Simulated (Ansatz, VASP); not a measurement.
**One calculation of WSe2, two programs**

```
CELL_PARAMETERS angstrom
3.18067 0.00000 0.00000
-1.59033 2.75454 0.00000
0.00000 0.00000 12.40904
ATOMIC_POSITIONS crystal
W 0.66667 0.33333 0.25000
W 0.33333 0.66667 0.75000
Se 0.33333 0.66667 0.38789
Se 0.66667 0.33333 0.88789
Se 0.33333 0.66667 0.11211
Se 0.66667 0.33333 0.61211
```

Change from the starting cell: equal strain along all axes, cell held, atoms relaxed: -3.0 %.

Alike in both runs: functional PBE; dispersion D3(BJ); k mesh 12 × 12 × 2; occupations gaussian, width 0.02 eV; no spin polarisation.

Ansatz relaxed the structure, and its values are those at the end. VASP's run is a single point on that final structure, the one shown.

```csv
,VASP,Ansatz
version,VASP 6.6.1,Ansatz 0.2.0
potentials or method,"VASP PAW PBE potentials, release 64 (W_sv, Se), cutoff 520 eV","scalar-relativistic, plane waves, PAW"
valence electrons in the cell,52,92
```

|  | VASP | Ansatz | Ansatz less VASP |
| --- | --- | --- | --- |
| gap on the k mesh at the Fermi level (eV) | 0.70 | 0.71 | +0.006 |
| least direct gap on the mesh (eV) | 1.45 | 1.45 | +0.001 |
| pressure (GPa) | 8.0 | 7.6 | -0.43 |
| rms of the force components (eV/Å) | 0.026 | 0.000 | -0.0257 |

VASP's potentials hold 52 valence electrons a cell and Ansatz's 92, so a difference there can come from the potentials and not from the codes. Ansatz's warnings: stress scf threshold loose.

Neither program's run includes spin-orbit coupling.
